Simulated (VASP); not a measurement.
# Na (Cmmm) in VASP: notebook

Runs on Na. Level: LDA. Tasks: single point.

Program: VASP 6.6.1. These are calculated values, not measurements. Logs are shortened: lines on timing, memory, paths and dates and some standing lists are left out, and cuts for length are marked.

## Step 1: The cell of the first run

It takes space group Cmmm (No. 65, orthorhombic). The conventional cell has a = 9.436 Å, b = 10.429 Å, c = 7.023 Å, α = 90.00°, β = 90.00°, γ = 90.00°.

## Step 2: Single point, LDA (strain -0.1000 x Voigt [0, 0, 0, 0, 1, 0])

INCAR reads:

```
ALGO = Fast
EDIFF = 1E-6
ENCUT = 520
GGA = CA
ISIF = 2
ISMEAR = 0
LASPH = True
LCHARG = True
LELF = True
LREAL = False
LVHAR = True
LWAVE = False
NBANDS = 10
NELM = 60
PREC = Accurate
SIGMA = 0.15
```

KPOINTS reads:

```
k-points
0
Gamma
  8 8 8
```

POSCAR reads:

```
Na
1.0
    7.0233428623      0.0000000000     -0.3511671431
    0.0000000000      7.0233428623      0.0000000000
   -0.3511671431      0.0000000000      7.0233428623
Na
1
Direct
    0.0000000000      0.0000000000      0.0000000000
```

Potentials or basis: VASP PAW LDA potentials, release 64 (Na_pv).

Run with:

```sh
cat potpaw_LDA.64/Na_pv/POTCAR > POTCAR
mpirun -np 1 vasp_std > vasp.out
```

OUTCAR:

```text
EDIFF = 1E-6
   ENCUT = 520
   GGA = CA
   ISIF = 2
   ISMEAR = 0
   LASPH = True
   LREAL = False
   NELM = 60
   PREC = Accurate

 ion  position               nearest neighbor table
   1  0.000  0.000  0.000-

  LATTYP: Found a base centered orthorhombic cell.
 ALAT       =     9.4358813926
 B/A-ratio  =     1.1052631579
 C/A-ratio  =     0.7443229276

  Lattice vectors:

 A1 = (  -0.3511671431,   0.0000000000,   7.0233428623)
 A2 = (   7.0233428623,   0.0000000000,  -0.3511671431)
 A3 = (   0.0000000000,   7.0233428623,   0.0000000000)

Analysis of symmetry for initial positions (statically):
=====================================================================
 Subroutine PRICEL returns:
 Original cell was already a primitive cell.

 Routine SETGRP: Setting up the symmetry group for a
 base centered orthorhombic supercell.

 Subroutine GETGRP returns: Found  8 space group operations
 (whereof  8 operations were pure point group operations)
 out of a pool of  8 trial point group operations.

The static configuration has the point symmetry D_2h.

Analysis of symmetry for dynamics (positions and initial velocities):
=====================================================================
 Subroutine PRICEL returns:
 Original cell was already a primitive cell.

 Routine SETGRP: Setting up the symmetry group for a
 base centered orthorhombic supercell.

 Subroutine GETGRP returns: Found  8 space group operations
 (whereof  8 operations were pure point group operations)
 out of a pool of  8 trial point group operations.

The dynamic configuration has the point symmetry D_2h.

 Subroutine INISYM returns: Found  8 space group operations
 (whereof  8 operations are pure point group operations),
 and found     1 'primitive' translations

----------------------------------------------------------------------------------------

                                     Primitive cell

  volume of cell :     345.5767

  direct lattice vectors                    reciprocal lattice vectors
     7.023342862  0.000000000 -0.351167143     0.142739189  0.000000000  0.007136959
     0.000000000  7.023342862  0.000000000     0.000000000  0.142382341  0.000000000
    -0.351167143  0.000000000  7.023342862     0.007136959  0.000000000  0.142739189

  length of vectors
     7.032116561  7.023342862  7.032116561     0.142917502  0.142382341  0.142917502

  position of ions in fractional coordinates (direct lattice)
     0.000000000  0.000000000  0.000000000

  ion indices of the primitive-cell ions
   primitive index   ion index
                 1           1

----------------------------------------------------------------------------------------

 KPOINTS: k-points

Automatic generation of k-mesh.
 Grid dimensions read from file:
 generate k-points for:    8    8    8

 Generating k-lattice:

  Cartesian coordinates                     Fractional coordinates (reciprocal lattice)
     0.017842399  0.000000000  0.000892120     0.125000000  0.000000000  0.000000000
     0.000000000  0.017797793  0.000000000     0.000000000  0.125000000  0.000000000
     0.000892120  0.000000000  0.017842399     0.000000000  0.000000000  0.125000000

  Length of vectors
     0.017864688  0.017797793  0.017864688

  Shift w.r.t. Gamma in fractional coordinates (k-lattice)
     0.000000000  0.000000000  0.000000000

 Subroutine IBZKPT returns following result:
 ===========================================

 Found    105 irreducible k-points:

 Following reciprocal coordinates:
            Coordinates               Weight
  0.000000  0.000000  0.000000      1.000000
  0.125000  0.000000  0.000000      4.000000
  0.250000  0.000000  0.000000      4.000000
  0.375000  0.000000  0.000000      4.000000
  0.500000  0.000000  0.000000      2.000000
  0.000000  0.125000  0.000000      2.000000
[... 16 lines left out ...]
  0.250000  0.500000  0.000000      4.000000
  0.375000  0.500000  0.000000      4.000000
 [... further k-points ...]
   k-points           NKPTS =    105   k-points in BZ     NKDIM =    105   number of bands    NBANDS=     10
   number of dos      NEDOS =    301   number of ions     NIONS =      1
   total plane-waves  NPLWV = 157464
   dimension x,y,z NGX =    54 NGY =   54 NGZ =   54
   dimension x,y,z NGXF=   108 NGYF=  108 NGZF=  108
   ions per type =               1
   NGX,Y,Z   is equivalent  to a cutoff of  12.77, 12.78, 12.77 a.u.
   NGXF,Y,Z  is equivalent  to a cutoff of  25.53, 25.56, 25.53 a.u.
 SYSTEM =  unknown system
   PREC   = accura    normal or accurate (medium, high low for compatibility)
   ISTART =      0    job   : 0-new  1-cont  2-samecut
   ICHARG =      2    charge: 1-file 2-atom 10-const
   ISPIN  =      1    spin polarized calculation?
   LNONCOLLINEAR =      F non collinear calculations
   LSORBIT =      F    spin-orbit coupling
   LASPH  =      T    aspherical Exc in radial PAW
   ENCUT  =  520.0 eV  38.22 Ry    6.18 a.u.  13.08 13.06 13.08*2*pi/ulx,y,z
   NELM   =     60;   NELMIN=  2; NELMDL= -5     # of ELM steps
   EDIFF  = 0.1E-05   stopping-criterion for ELM
   LREAL  =      F    real-space projection
   EDIFFG = 0.1E-04   stopping-criterion for IOM
   NSW    =      0    number of steps for IOM
   IBRION =     -1    ionic relax: 0-MD 1-quasi-New 2-CG
   NFREE  =      0    steps in history (QN), initial steepest desc. (CG)
   ISIF   =      2    stress and relaxation
   ISYM   =      2    0-nonsym 1-usesym 2-fastsym
   POTIM  = 0.5000    time-step for ionic-motion
   TEBEG  =    0.0;   TEEND  =   0.0 temperature during run
   PSTRESS=    0.0 pullay stress
   NELECT =       7.0000    total number of electrons
   NUPDOWN=      -1.0000    fix difference up-down
   EMIN   =  10.00;   EMAX   =-10.00  energy-range for DOS
   EFERMI =   0.00;   METHOD = LEGACY
   ISMEAR =     0;   SIGMA  =   0.15  broadening in eV -4-tet -1-fermi 0-gaus
   EFERMI_NEDOS =   21; number of points for ismear=-14 and -15
   IALGO  =     68    algorithm
   IMIX   =      4    mixing-type and parameters
     AMIX     =   0.40;   BMIX     =  1.00
     AMIX_MAG =   1.60;   BMIX_MAG =  1.00
  volume/ion in A,a.u.               =     345.58      2332.07
  Fermi-wavevector in a.u.,A,eV,Ry     =   0.446265  0.843318  2.709632  0.199152
  Thomas-Fermi vector in A             =   1.424460
   LORBIT       =      0    0 simple, 1 ext, 2 COOP (PROOUT), +10 PAW based schemes
   GGA     = CA    functional components
   LHFCALC =     F    Hartree Fock is set to
   AEXX    =    0.0000 exact exchange contribution
   IVDW    =     0    specifies the selected vdW correction
   LEPSILON=     F    determine dielectric tensor
   LRPA    =     F    only Hartree local field effects (RPA)
 non-spin polarized calculation
 RMM-DIIS sequential band-by-band and
 Gauss-broadening in eV      SIGMA  =   0.15
  energy-cutoff  :      520.00
  volume of cell :      345.58
 maximum number of plane-waves:      9368
 NGX is ok and might be reduce to    54
   NGX = 27   NGY = 27   NGZ = 27

 number of electron       7.0000013 magnetization

 Free energy of the ion-electron system (eV)
  ---------------------------------------------------
  ext. energy  EPLUGINS =         0.00000000
  ---------------------------------------------------
  free energy    TOTEN  =        -0.19049725 eV

  energy without entropy =       -0.14564782  energy(sigma->0) =       -0.16807253

 E-fermi :  -2.4457     XC(G=0):  -2.4997

 val. band max:       -2.4458039904   @ k =   0.3750   0.2500   0.1250
 cond. band min:      -2.4420682378   @ k =   0.3750   0.1250   0.2500
 fundamental gap:      0.0037357525
 Fermi energy:        -2.4457164811

 k-point     1 :       0.0000    0.0000    0.0000
  band No.  band energies     occupation
      1     -28.5745      2.00000
      2     -28.5742      2.00000
      3     -28.5740      2.00000
      4      -2.8280      1.99969
      5       0.2893      0.00000
      6       0.3175      0.00000
      7       0.3681      0.00000
      8       0.5115      0.00000
      9       1.0675      0.00000
     10       1.0882      0.00000

 k-point     2 :       0.1250    0.0000    0.0000
  band No.  band energies     occupation
      1     -28.5745      2.00000
      2     -28.5742      2.00000
      3     -28.5740      2.00000
      4      -2.7956      1.99903
      5      -0.1379      0.00000
      6       0.3482      0.00000
      7       0.3556      0.00000
      8       0.7064      0.00000
      9       1.1139      0.00000
     10       1.4853      0.00000

 k-point     3 :       0.2500    0.0000    0.0000
  band No.  band energies     occupation
      1     -28.5745      2.00000
      2     -28.5742      2.00000
      3     -28.5740      2.00000
      4      -2.7070      1.98624
      5      -0.6495      0.00000
      6       0.4193      0.00000
      7       0.4314      0.00000
      8       0.8632      0.00000
      9       1.2272      0.00000
     10       2.0618      0.00000

 k-point     4 :       0.3750    0.0000    0.0000
  band No.  band energies     occupation
      1     -28.5745      2.00000
      2     -28.5742      2.00000
      3     -28.5740      2.00000
      4      -2.5966      1.84520
      5      -1.0242      0.00000
      6       0.5040      0.00000
      7       0.5339      0.00000
      8       1.0376      0.00000
      9       1.3637      0.00000
     10       1.9248      0.00000

 k-point     5 :       0.5000    0.0000    0.0000
  band No.  band energies     occupation
      1     -28.5745      2.00000
      2     -28.5742      2.00000
      3     -28.5740      2.00000
      4      -2.5405      1.62868
      5      -1.1694      0.00000
      6       0.5488      0.00000
      7       0.5852      0.00000
      8       1.1263      0.00000
      9       1.4329      0.00000
     10       1.8433      0.00000

 k-point     6 :       0.0000    0.1250    0.0000
  band No.  band energies     occupation
      1     -28.5745      2.00000
      2     -28.5742      2.00000
      3     -28.5740      2.00000
      4      -2.7959      1.99904
      5      -0.1431      0.00000
      6       0.3196      0.00000
      7       0.3983      0.00000
      8       0.7040      0.00000
      9       1.1278      0.00000
     10       1.4688      0.00000
[... 183 lines left out ...]
 k-point    21 :       0.0000    0.5000    0.0000
  band No.  band energies     occupation
      1     -28.5745      2.00000
      2     -28.5742      2.00000
      3     -28.5740      2.00000
      4      -2.5434      1.64278
      5      -1.1713      0.00000
      6       0.5528      0.00000
      7       0.6310      0.00000
      8       1.1666      0.00000
      9       1.4902      0.00000
     10       1.8177      0.00000

 k-point    22 :       0.1250    0.5000    0.0000
  band No.  band energies     occupation
      1     -28.5745      2.00000
      2     -28.5742      2.00000
      3     -28.5740      2.00000
      4      -2.5128      1.47320
      5      -1.1327      0.00000
      6       0.2016      0.00000
      7       0.6174      0.00000
      8       1.3287      0.00000
      9       1.3401      0.00000
     10       1.8408      0.00000

 k-point    23 :       0.2500    0.5000    0.0000
  band No.  band energies     occupation
      1     -28.5745      2.00000
      2     -28.5742      2.00000
      3     -28.5740      2.00000
      4      -2.4303      0.88410
      5      -1.0235      0.00000
      6      -0.2916      0.00000
      7       0.6761      0.00000
      8       0.7780      0.00000
      9       1.4813      0.00000
     10       2.0944      0.00000

 k-point    24 :       0.3750    0.5000    0.0000
  band No.  band energies     occupation
      1     -28.5745      2.00000
      2     -28.5742      2.00000
      3     -28.5740      2.00000
      4      -2.3296      0.27361
      5      -0.8744      0.00000
      6      -0.6529      0.00000
      7       0.3563      0.00000
      8       0.7497      0.00000
      9       1.6160      0.00000
     10       2.2229      0.00000

 [... further k-points ...]
[... 5 lines left out ...]
  --------------------------------------------------------------------------------------
  -------------------------------------------------------------------------------------
  Total       -0.2781348     -0.2790313     -0.2781348      0.0000000      0.0000000      0.0202489
  in kB       -1.2895000     -1.2936565     -1.2895000      0.0000000      0.0000000      0.0938789
  external PRESSURE =      -1.2908855 kB  Pullay stress =       0.0000000 kB

 VOLUME and BASIS-vectors are now :
 -----------------------------------------------------------------------------
  energy-cutoff  :      520.00
  volume of cell :      345.58
      direct lattice vectors                 reciprocal lattice vectors
     7.023342862  0.000000000 -0.351167143     0.142739189  0.000000000  0.007136959
     0.000000000  7.023342862  0.000000000     0.000000000  0.142382341  0.000000000
    -0.351167143  0.000000000  7.023342862     0.007136959  0.000000000  0.142739189

 POSITION                                       TOTAL-FORCE (eV/Angst)
 -----------------------------------------------------------------------------------
      0.00000      0.00000      0.00000        -0.000000      0.000000      0.000000
 -----------------------------------------------------------------------------------
    total drift:                                0.000000     -0.000000     -0.000000

  FREE ENERGIE OF THE ION-ELECTRON SYSTEM (eV)
  ---------------------------------------------------
  free  energy   TOTEN  =        -0.1904972514 eV

  energy  without entropy=       -0.1456478154  energy(sigma->0) =       -0.16807253
```

Run time: 2.1 min. Hardware: 1 thread of Intel Xeon 6975P-C (Granite Rapids), shared host; peak memory 0.49 GiB.

Results:

| Quantity | Value |
| --- | --- |
| Free energy | -0.1905 eV |
| Pressure | -0.1 GPa |
| Band gap on the k mesh | zero (an odd number of electrons rules out a gap without spin polarisation) |

Levels at points of the mesh, in eV from the Fermi level:
```
           k point  band 1  band 2  band 3  band 4  band 5  band 6  band 7  band 8  band 9
(0.00, 0.00, 0.00)  -26.13  -26.13  -26.13   -0.38    2.74    2.76    2.81    2.96    3.51
(0.50, 0.00, 0.00)  -26.13  -26.13  -26.13   -0.09    1.28    2.99    3.03    3.57    3.88
(0.00, 0.50, 0.00)  -26.13  -26.13  -26.13   -0.10    1.27    3.00    3.08    3.61    3.94
(0.50, 0.50, 0.00)  -26.13  -26.13  -26.13    0.17    1.65    1.66    2.62    3.23    4.11
(0.50, 0.00, 0.50)  -26.13  -26.13  -26.13    0.16    1.56    1.76    2.64    3.26    4.17
(0.50, 0.50, 0.50)  -26.13  -26.13  -26.13    0.40    1.90    1.98    2.09    3.01    3.14
```

Caveat: the cell differs from its parent crystal (strain -0.1000 x Voigt [0, 0, 0, 0, 1, 0]).

## Step 3: Single point, LDA (strain +0.0750 x Voigt [0, 0, 0, 0, 1, 0])

INCAR reads:

```
  PREC = Accurate
  ENCUT = 520
  EDIFF = 1E-7
  ISMEAR = 0
  SIGMA = 0.15
  LREAL = False
  LASPH = True
  NELM = 100
  ALGO = Fast
  ISIF = 2
  LWAVE = False
  LCHARG = False
  NBANDS = 10
```

KPOINTS reads:

```
Automatic mesh
0
Gamma
  8 8 8
```

POSCAR reads:

```
Na
1.0
    7.0233428623      0.0000000000      0.2633753573
    0.0000000000      7.0233428623      0.0000000000
    0.2633753573      0.0000000000      7.0233428623
Na
1
Direct
    0.0000000000      0.0000000000      0.0000000000
```

Potentials or basis: VASP PAW LDA potentials, release 64 (Na_pv).

Run with:

```sh
cat potpaw_LDA.64/Na_pv/POTCAR > POTCAR
mpirun -np 1 vasp_std > vasp.out
```

It took 2.8 min on 1 thread of Intel Xeon 6975P-C (Granite Rapids), shared host; peak memory 0.49 GiB.

Results (log left out):

| Property | Result |
| --- | --- |
| Free energy | -0.1906 eV |
| Pressure | -0.1 GPa |
| Band gap on the k mesh | zero (an odd number of electrons rules out a gap without spin polarisation) |

Levels at points of the mesh, in eV from the Fermi level:
```csv
k point,band 1,band 2,band 3,band 4,band 5,band 6,band 7,band 8
"(0.00, 0.00, 0.00)",-26.13,-26.13,-26.13,-0.38,2.74,2.76,2.80,2.96
"(0.50, 0.00, 0.00)",-26.13,-26.13,-26.13,-0.10,1.28,3.01,3.03,3.59
"(0.00, 0.50, 0.00)",-26.13,-26.13,-26.13,-0.10,1.28,3.00,3.06,3.61
"(0.50, 0.50, 0.00)",-26.13,-26.13,-26.13,0.17,1.65,1.66,2.62,3.24
"(0.50, 0.00, 0.50)",-26.13,-26.13,-26.13,0.16,1.58,1.74,2.63,3.26
"(0.50, 0.50, 0.50)",-26.13,-26.13,-26.13,0.40,1.92,1.98,2.06,3.04
```

Caveat: the cell differs from its parent crystal (strain +0.0750 x Voigt [0, 0, 0, 0, 1, 0]).

## Step 4: Single point, LDA (strain -0.0500 x Voigt [0, 0, 0, 0, 1, 0])

INCAR reads:

```
ALGO = Fast ; EDIFF = 1E-7
ENCUT = 520 ; GGA = CA
ISIF = 2 ; ISMEAR = 0
LASPH = T ; LCHARG = F
LREAL = F ; LWAVE = F
NBANDS = 10 ; NELM = 60
PREC = Accurate ; SIGMA = 0.15
```

KPOINTS reads:

```
k-points
0
Gamma
  8 8 8
```

POSCAR reads:

```
Na
1.0
    7.0233428623      0.0000000000     -0.1755835716
    0.0000000000      7.0233428623      0.0000000000
   -0.1755835716      0.0000000000      7.0233428623
Na
1
Direct
    0.0000000000      0.0000000000      0.0000000000
```

Run with:

```sh
cat potpaw_LDA.64/Na_pv/POTCAR > POTCAR
mpirun -np 1 vasp_std > vasp.out
```

It took 2.3 min on 1 thread of Intel Xeon 6975P-C (Granite Rapids), shared host; peak memory 0.49 GiB.

It converged, with:

```yaml
Free_energy: -0.1907 eV
Pressure: -0.1 GPa
Band_gap_on_the_k_mesh: zero (an odd number of electrons rules out a gap without spin polarisation)
```

Levels at points of the mesh, in eV from the Fermi level:
| k point | band 2 | band 3 | band 4 | band 5 | band 6 | band 7 |
| --- | --- | --- | --- | --- | --- | --- |
| (0.00, 0.00, 0.00) | -26.13 | -26.13 | -0.38 | 2.75 | 2.76 | 2.79 |
| (0.50, 0.00, 0.00) | -26.13 | -26.13 | -0.10 | 1.28 | 3.02 | 3.03 |
| (0.00, 0.50, 0.00) | -26.13 | -26.13 | -0.10 | 1.28 | 3.01 | 3.05 |
| (0.50, 0.50, 0.00) | -26.13 | -26.13 | 0.16 | 1.65 | 1.66 | 2.62 |
| (0.50, 0.00, 0.50) | -26.13 | -26.13 | 0.16 | 1.61 | 1.71 | 2.63 |
| (0.50, 0.50, 0.50) | -26.13 | -26.13 | 0.41 | 1.94 | 1.99 | 2.04 |

Caveat: the cell differs from its parent crystal (strain -0.0500 x Voigt [0, 0, 0, 0, 1, 0]).

## Step 5: Single point, LDA (strain +0.0875 x Voigt [0, 0, 0, 0, 1, 0])

INCAR reads:

```
SYSTEM = Na
ALGO = Fast
EDIFF = 1E-6
ENCUT = 520
GGA = CA
ISIF = 2
ISMEAR = 0
LASPH = .TRUE.
LCHARG = .FALSE.
LREAL = .FALSE.
LWAVE = .FALSE.
NBANDS = 10
NELM = 100
PREC = Accurate
SIGMA = 0.15
```

KPOINTS reads:

```
k-points
0
G
  8 8 8
  0 0 0
```

POSCAR reads:

```
Na
1.0
    7.0233428623      0.0000000000      0.3072712502
    0.0000000000      7.0233428623      0.0000000000
    0.3072712502      0.0000000000      7.0233428623
Na
1
Direct
    0.0000000000      0.0000000000      0.0000000000
```

Run with:

```sh
cat potpaw_LDA.64/Na_pv/POTCAR > POTCAR
mpirun -np 1 vasp_std > vasp.out
```

It took 2 min on 1 thread of Intel Xeon 6975P-C (Granite Rapids), shared host; peak memory 0.49 GiB.

It converged, with:

* Free energy: -0.1906 eV
* Pressure: -0.1 GPa
* Band gap on the k mesh: zero (an odd number of electrons rules out a gap without spin polarisation)

Levels at points of the mesh, in eV from the Fermi level:
```csv
k point,band 1,band 2,band 3,band 4,band 5,band 6,band 7,band 8,band 9
"(0.00, 0.00, 0.00)",-26.13,-26.13,-26.13,-0.38,2.74,2.76,2.81,2.96,3.51
"(0.50, 0.00, 0.00)",-26.13,-26.13,-26.13,-0.10,1.28,3.00,3.03,3.58,3.88
"(0.00, 0.50, 0.00)",-26.13,-26.13,-26.13,-0.10,1.27,3.00,3.07,3.61,3.93
"(0.50, 0.50, 0.00)",-26.13,-26.13,-26.13,0.17,1.65,1.66,2.62,3.24,4.13
"(0.50, 0.00, 0.50)",-26.13,-26.13,-26.13,0.16,1.57,1.75,2.63,3.26,4.17
"(0.50, 0.50, 0.50)",-26.13,-26.13,-26.13,0.40,1.91,1.98,2.08,3.03,3.14
```

Caveat: the cell differs from its parent crystal (strain +0.0875 x Voigt [0, 0, 0, 0, 1, 0]).

[end of part 1 of 2]
